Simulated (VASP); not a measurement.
# In2S (P1) in VASP: relaxation of cell and atoms with PBE

Aim: the relaxation of cell and atoms of In2S with PBE.

Program: VASP 6.6.1. These are calculated values, not measurements. Logs are shortened: lines on timing, memory, paths and dates and some standing lists are left out, and cuts for length are marked.

## 1. The cell of the first run

The typed cell holds 6 atoms: a = 4.038 Å, b = 4.180 Å, c = 11.382 Å, α = 91.63°, β = 89.91°, γ = 120.38°.

## 2. Relaxation of cell and atoms, PBE

Input file INCAR:

```
PREC = Accurate
ENCUT = 600
EDIFF = 1E-6
ISMEAR = 0
SIGMA = 0.2
LREAL = F
LASPH = T
NELM = 80
ALGO = Normal
ISIF = 3
LWAVE = F
LCHARG = F
GGA = PE
IBRION = 2
NSW = 80
EDIFFG = -0.025
```

Input file KPOINTS:

```
regular mesh
0
Gamma
  6 6 2
```

Input file POSCAR:

```
In2S
1.0
    4.0377227680     -0.0538079439      0.0028762961
   -2.0654604303      3.6336829997     -0.0587507080
    0.0080170482     -0.1844590947     11.3805501824
In S
4 2
Direct
    0.3197024322      0.6490152953      0.1433424988
    0.3504727843      0.6965734825      0.6404924247
    0.6576559557      0.3532937896      0.3571052798
    0.6718865019      0.3101966714      0.8649436500
    1.0081589018      0.0090349080     -0.0061162839
   -0.0078765759     -0.0181141469      0.5002324306
```

Potentials or basis: VASP PAW PBE potentials, release 64 (In_d, S).

The run is started by

```sh
cat potpaw_PBE.64/In_d/POTCAR potpaw_PBE.64/S/POTCAR > POTCAR
mpirun -np 1 vasp_std > vasp.out
```

OUTCAR:

```text
PREC = Accurate
   ENCUT = 600
   EDIFF = 1E-6
   ISMEAR = 0
   LREAL = F
   LASPH = T
   NELM = 80
   ISIF = 3
   GGA = PE
   IBRION = 2
   NSW = 80
   EDIFFG = -0.025

 ion  position               nearest neighbor table
   1  0.320  0.649  0.143-   5 2.82   5 2.96   5 2.97   3 3.35   3 3.38   3 3.46   4 3.86   4 3.98

   2  0.350  0.697  0.640-   6 2.77   6 2.82   6 2.99   4 3.33   4 3.52   4 3.63   3 3.94   3 4.00

   3  0.658  0.353  0.357-   6 2.75   6 2.86   6 3.03   1 3.35   1 3.38   1 3.46   2 3.94   2 4.00

   4  0.672  0.310  0.865-   5 2.72   5 2.76   5 2.88   2 3.33   2 3.52   2 3.63   1 3.86   1 3.98

   5  0.008  0.009  0.994-   4 2.72   4 2.76   1 2.82   4 2.88   1 2.96   1 2.97
   6  0.992  0.982  0.500-   3 2.75   2 2.77   2 2.82   3 2.86   2 2.99   3 3.03

  LATTYP: Found a triclinic cell.
 ALAT       =     4.1800993502
 B/A-ratio  =     0.9660254384
 C/A-ratio  =     2.7229132220
 COS(alpha) =     0.0016324440
 COS(beta)  =     0.0284887463
 COS(gamma) =     0.5056668447

  Lattice vectors:

 A1 = (   2.0654604303,  -3.6336829997,   0.0587507080)
 A2 = (   4.0377227680,  -0.0538079439,   0.0028762961)
 A3 = (   0.0080170482,  -0.1844590947,  11.3805501824)

Analysis of symmetry for initial positions (statically):
=====================================================================
 Subroutine PRICEL returns:
 Original cell was already a primitive cell.

 Routine SETGRP: Setting up the symmetry group for a
 triclinic supercell.

 Subroutine GETGRP returns: Found  1 space group operations
 (whereof  1 operations were pure point group operations)
 out of a pool of  2 trial point group operations.

The static configuration has the point symmetry C_1 .

Analysis of symmetry for dynamics (positions and initial velocities):
=====================================================================
 Subroutine PRICEL returns:
 Original cell was already a primitive cell.

 Routine SETGRP: Setting up the symmetry group for a
 triclinic supercell.

 Subroutine GETGRP returns: Found  1 space group operations
 (whereof  1 operations were pure point group operations)
 out of a pool of  2 trial point group operations.
[... 118 lines left out ...]
   TEBEG  =    0.0;   TEEND  =   0.0 temperature during run
   PSTRESS=    0.0 pullay stress
   NELECT =      64.0000    total number of electrons
   NUPDOWN=      -1.0000    fix difference up-down
   EMIN   =  10.00;   EMAX   =-10.00  energy-range for DOS
   EFERMI =   0.00;   METHOD = LEGACY
   ISMEAR =     0;   SIGMA  =   0.20  broadening in eV -4-tet -1-fermi 0-gaus
   EFERMI_NEDOS =   21; number of points for ismear=-14 and -15
   IALGO  =     38    algorithm
   IMIX   =      4    mixing-type and parameters
     AMIX     =   0.40;   BMIX     =  1.00
     AMIX_MAG =   1.60;   BMIX_MAG =  1.00
  volume/ion in A,a.u.               =      27.61       186.33
  Fermi-wavevector in a.u.,A,eV,Ry     =   1.192314  2.253147 19.342215  1.421613
  Thomas-Fermi vector in A             =   2.328355
   LORBIT       =      0    0 simple, 1 ext, 2 COOP (PROOUT), +10 PAW based schemes
   GGA     = PE    functional components
   LHFCALC =     F    Hartree Fock is set to
   AEXX    =    0.0000 exact exchange contribution
   IVDW    =     0    specifies the selected vdW correction
   LEPSILON=     F    determine dielectric tensor
   LRPA    =     F    only Hartree local field effects (RPA)
 conjugate gradient relaxation of ions
 non-spin polarized calculation
 Gauss-broadening in eV      SIGMA  =   0.20
  energy-cutoff  :      600.00
  volume of cell :      165.67
 maximum number of plane-waves:      5559
   NGX = 17   NGY = 17   NGZ = 45

--------------------------------------- Ionic step        1  -------------------------------------------

 number of electron      64.0000002 magnetization

 Free energy of the ion-electron system (eV)
  ---------------------------------------------------
  ext. energy  EPLUGINS =         0.00000000
  ---------------------------------------------------
  free energy    TOTEN  =       -20.12665799 eV

  energy without entropy =      -20.08198676  energy(sigma->0) =      -20.10432237

------------------------ aborting loop because EDIFF is reached ----------------------------------------

  FORCE on cell =-STRESS in cart. coord.  units (eV):
  Direction    XX          YY          ZZ          XY          YZ          ZX
  --------------------------------------------------------------------------------------
  -------------------------------------------------------------------------------------
  Total        0.9065024      0.6059495      0.4722648      0.2618490      0.0382659     -0.1729748
  in kB        8.7669194      5.8602275      4.5673434      2.5323808      0.3700747     -1.6728654
  external PRESSURE =       6.3981634 kB  Pullay stress =       0.0000000 kB
[... 101 lines left out ...]
  FREE ENERGIE OF THE ION-ELECTRON SYSTEM (eV)
  ---------------------------------------------------
  free  energy   TOTEN  =       -20.1816170826 eV

  energy  without entropy=      -20.1399112706  energy(sigma->0) =      -20.16076418

[... ionic steps 4 to 15 ...]

--------------------------------------- Ionic step       16  -------------------------------------------

 number of electron      64.0000015 magnetization

------------------------ aborting loop because EDIFF is reached ----------------------------------------
[... 75 lines left out ...]
--------------------------------------- Ionic step       18  -------------------------------------------

 number of electron      64.0000014 magnetization

 Free energy of the ion-electron system (eV)
  ---------------------------------------------------
  ext. energy  EPLUGINS =         0.00000000
  ---------------------------------------------------
  free energy    TOTEN  =       -20.26028094 eV

  energy without entropy =      -20.22327304  energy(sigma->0) =      -20.24177699

 E-fermi :   6.2014     XC(G=0):  -9.5284

 val. band max:        5.9797293533   @ k =   0.3333   0.3333  -0.0000
 cond. band min:       6.2143430620   @ k =   0.3333   0.5000   0.0000
 fundamental gap:      0.2346137087
 Fermi energy:         6.2014469546

 k-point     1 :       0.0000    0.0000    0.0000
  band No.  band energies     occupation
      1      -8.7260      2.00000
      2      -8.7257      2.00000
      3      -8.7087      2.00000
      4      -8.7078      2.00000
      5      -8.6478      2.00000
      6      -8.6405      2.00000
[... 973 lines left out ...]
     37       8.3848      0.00000
     38       8.3998      0.00000

 [... further k-points ...]
[... 5 lines left out ...]
  --------------------------------------------------------------------------------------
  -------------------------------------------------------------------------------------
  Total       -0.0182443     -0.0207126     -0.0501814     -0.0003418      0.0069040      0.0009882
  in kB       -0.1829829     -0.2077392     -0.5032983     -0.0034280      0.0692441      0.0099115
  external PRESSURE =      -0.2980068 kB  Pullay stress =       0.0000000 kB
[... 21 lines left out ...]
  FREE ENERGIE OF THE ION-ELECTRON SYSTEM (eV)
  ---------------------------------------------------
  free  energy   TOTEN  =       -20.2602809367 eV

  energy  without entropy=      -20.2232730413  energy(sigma->0) =      -20.24177699

 reached required accuracy - stopping structural energy minimisation
```

Run time: 65 min. Hardware: 1 thread of Intel Xeon 8259CL, shared host; peak memory 0.51 GiB.

What came out:

```yaml
Free_energy: -20.2603 eV
Relaxed_volume: 26.62 Å³/atom
Relaxed_cell: a = 4.086 Å, b = 4.086 Å, c = 11.049 Å, α = 90.00°, β = 89.99°, γ = 120.01°
Space_group_after_relaxing_to_0.1_Å: P-3m1 (No. 164)
Energy_gained_by_relaxing: 22.3 meV/atom
Ionic_steps: 18
Pressure_after_relaxing: 0.0 GPa
Largest_force_after_relaxing: 0.015 eV/Å
Band_gap_on_the_k_mesh: zero (bands 32 and 33 overlap by 1.20 eV)
```

Forces in eV/Å, atoms in the order of the input:
```
In   0.000  0.005  0.002
In  -0.001  0.000 -0.011
In  -0.004 -0.003 -0.007
In  -0.001  0.002  0.011
S    0.000 -0.004 -0.008
S    0.007  0.000  0.013
```

Step by step:
```csv
step,energy change (eV),largest force (eV/Å),pressure (GPa),volume (Å³)
1,0.0000,0.6384,0.64,165.67
2,-0.0426,0.3827,-0.13,168.32
3,-0.0550,0.1569,-0.89,171.18
4,-0.0841,0.1173,-0.67,168.24
5,-0.1084,0.1910,-0.22,163.78
6,-0.1100,0.2354,-0.01,162.13
7,-0.1216,0.1641,0.05,160.79
8,-0.1274,0.0701,0.26,158.35
9,-0.1280,0.0743,0.20,158.95
10,-0.1299,0.0595,-0.18,160.59
11,-0.1299,0.0582,-0.12,160.34
12,-0.1315,0.0379,-0.05,160.11
13,-0.1320,0.0516,0.04,159.83
14,-0.1329,0.0416,-0.02,160.05
15,-0.1331,0.0317,-0.07,160.26
16,-0.1334,0.0271,0.07,159.48
17,-0.1334,0.0254,0.05,159.66
18,-0.1336,0.0148,-0.03,159.75
```

Final structure:
```cif
data_structure
_symmetry_space_group_name_H-M 'P 1'
_symmetry_Int_Tables_number 1
_cell_length_a 4.0864
_cell_length_b 4.0857
_cell_length_c 11.0491
_cell_angle_alpha 90.005
_cell_angle_beta 89.995
_cell_angle_gamma 120.009
_cell_volume 159.75
loop_
_atom_site_label
_atom_site_type_symbol
_atom_site_fract_x
_atom_site_fract_y
_atom_site_fract_z
_atom_site_occupancy
In1 In 0.33321 0.66580 0.14888 1
In2 In 0.33333 0.66665 0.64895 1
In3 In 0.66737 0.33386 0.35128 1
In4 In 0.66683 0.33303 0.85112 1
S1 S 0.00021 0.00042 0.00012 1
S2 S 0.99905 0.00024 0.49965 1
```

Caveat: spin-orbit coupling is left out, which moves the levels of the heavy elements.

The gap in the log of VASP goes by the Fermi energy; the results here count the filled bands.